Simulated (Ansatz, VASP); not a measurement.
RbBr: VASP beside Ansatz

```
Rb Br
1.0
     0.83547    3.89206    3.89206
     3.89206    0.83547    3.89206
     3.89206    3.89206    0.83547
Rb Br
1 1
Direct
  0.00000 0.00000 0.00000
  0.50000 0.50000 0.50000
```

Alike in both runs: task single point; functional r2SCAN; k mesh 6 × 6 × 6; occupations gaussian, width 0.05 eV; no spin polarisation.

|  | VASP | Ansatz |
| --- | --- | --- |
| version | VASP 6.6.1 | Ansatz 0.2.0 |
| potentials or method | VASP PAW PBE potentials, release 64 (Rb_sv, Br), cutoff 520 eV | scalar-relativistic, plane waves, PAW |
| valence electrons in the cell | 16 | 16 |

|  | VASP | Ansatz | Ansatz less VASP |
| --- | --- | --- | --- |
| gap on the k mesh at the Fermi level (eV) | 3.79 | 3.79 | -0.001 |
| least direct gap on the mesh (eV) | 3.79 | 3.79 | -0.001 |
| pressure (GPa) | -0.4 | -0.4 | -0.01 |
| traceless stress, the component that is largest in VASP (GPa) | -1.86 | -1.86 | -0.002 |

VASP's potentials were made for PBE, not for r2SCAN.
